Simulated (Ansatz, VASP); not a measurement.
## In: VASP beside Ansatz

The input INCAR:

```
SYSTEM = In
ALGO = Normal ; EDIFF = 1E-6
EDIFFG = -0.01 ; ENCUT = 600
GGA = PE ; IBRION = 2
ISIF = 3 ; ISMEAR = 0
LASPH = .TRUE. ; LCHARG = .FALSE.
LREAL = .FALSE. ; LWAVE = .FALSE.
NELM = 80 ; NSW = 100
PREC = Accurate ; SIGMA = 0.1
```

Contents of KPOINTS:

```
k-points
0
G
  14 14 14
  0 0 0
```

The input POSCAR:

```
In
1.0
    3.0233190160      0.0000000000      0.0000000000
    0.0000000000      3.0233190160      0.0000000000
    0.0000000000      0.0000000000      3.0233190160
In
1
Direct
    0.0000000000      0.0000000000      0.0000000000
```

Input for Ansatz:

```yaml
crystal:
  lattice:
    - [3.023319016, 0.0, 0.0]
    - [0.0, 3.023319016, 0.0]
    - [0.0, 0.0, 3.023319016]
  atoms:
    - { symbol: In, position: [0.0, 0.0, 0.0] }
basis:
  ecutwfc: 420
kpoints:
  mp_grid: { grid: [14, 14, 14] }
hamiltonian:
  xc: pbe
scf:
  occupations: { method: gaussian, width: 0.1 }
output:
  forces: true
  stress: true
  eigenvalues: true
relax:
  adjacent_minimum: "off"
  f_tol: 0.01
  max_steps: 80
  cell: { stress_tol: 0.05 }
```

Alike in both runs: task relaxation of cell and atoms; functional PBE; k mesh 14 × 14 × 14; occupations gaussian, width 0.1 eV; no spin polarisation.

|  | VASP | Ansatz |
| --- | --- | --- |
| version | VASP 6.6.1 | Ansatz 0.2.0 |
| potentials or method | VASP PAW PBE potentials, release 64 (In_d), cutoff 600 eV | scalar-relativistic, plane waves, PAW |
| valence electrons in the cell | 13 | 13 |

Ansatz gave:

```
gap on the k mesh at the Fermi level, each at its own relaxed structure (eV) : none
relaxed volume (Å³/atom)                                                     : 29.44
relaxed cell length with the largest relative difference (Å)                 : 3.088
```

Problem. What did VASP give for the same quantities?

Solution. gap on the k mesh at the Fermi level, each at its own relaxed structure (eV): none; relaxed volume (Å³/atom): 29.35; relaxed cell length with the largest relative difference (Å): 3.085.

A gap of «none» marks a metal or a gap that the smearing closes.
